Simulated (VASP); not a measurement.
Set up this calculation in VASP 6.6.1, as the native input.

```yaml
Task: relaxation of cell and atoms
Functional: LDA
Potentials_or_basis: VASP PAW LDA potentials, release 64 (Mo_sv)
Cutoff: 500 eV
k_mesh: 8 × 8 × 8
Occupations: gaussian, width 0.1 eV
Spin: no spin polarisation
Target_pressure: 45 GPa
Dipole_correction: no
Further_INCAR_settings: ALGO = Normal; EDIFF = 1e-07; IBRION = 2; EDIFFG = -0.05; NSW = 100; ISIF = 3
```

The structure of Mo lies in POSCAR:

```
Mo
1.0
   -1.5734150000      1.5734150000      1.5734150000
    1.5734150000     -1.5734150000      1.5734150000
    1.5734150000      1.5734150000     -1.5734150000
Mo
1
Direct
    0.0000000000      0.0000000000      0.0000000000
```

The input as run:

INCAR

```
PREC = Accurate ; ENCUT = 500
EDIFF = 1E-7 ; ISMEAR = 0
SIGMA = 0.1 ; LREAL = False
LASPH = True ; NELM = 120
ALGO = Normal ; ISIF = 3
LWAVE = False ; LCHARG = False
GGA = CA ; IBRION = 2
NSW = 100 ; EDIFFG = -0.05
PSTRESS = 450.0 ; GGA_COMPAT = False
NELMIN = 4
```

KPOINTS

```
regular mesh
0
Gamma
  8 8 8
```

Potentials or basis: VASP PAW LDA potentials, release 64 (Mo_sv).

Launch:

```bash
$ cat potpaw_LDA.64/Mo_sv/POTCAR > POTCAR
$ mpirun -np 1 vasp_std > vasp.out
```

It gave:

* Relaxed volume: 13.35 Å³/atom
* Relaxed cell: a = 2.588 Å, b = 2.588 Å, c = 2.588 Å, α = 109.47°, β = 109.47°, γ = 109.47°
* Space group after relaxing (to 0.05 Å): Im-3m (No. 229)
* Energy change on relaxing (the enthalpy is what falls): +218.6 meV/atom
* Ionic steps: 5
* Pressure after relaxing: 45.3 GPa
* Band gap on the k mesh: zero (band 7 reaches 20.21 eV, above the bottom of band 8 at 13.49 eV)

Caveat: the cell is relaxed towards a set pressure, so the enthalpy falls and the energy may rise.

Run time: 10 s on 1 thread of AMD EPYC 9R45 96-Core Processor (Zen 5), with other jobs on the host, peak memory 0.1 GiB.
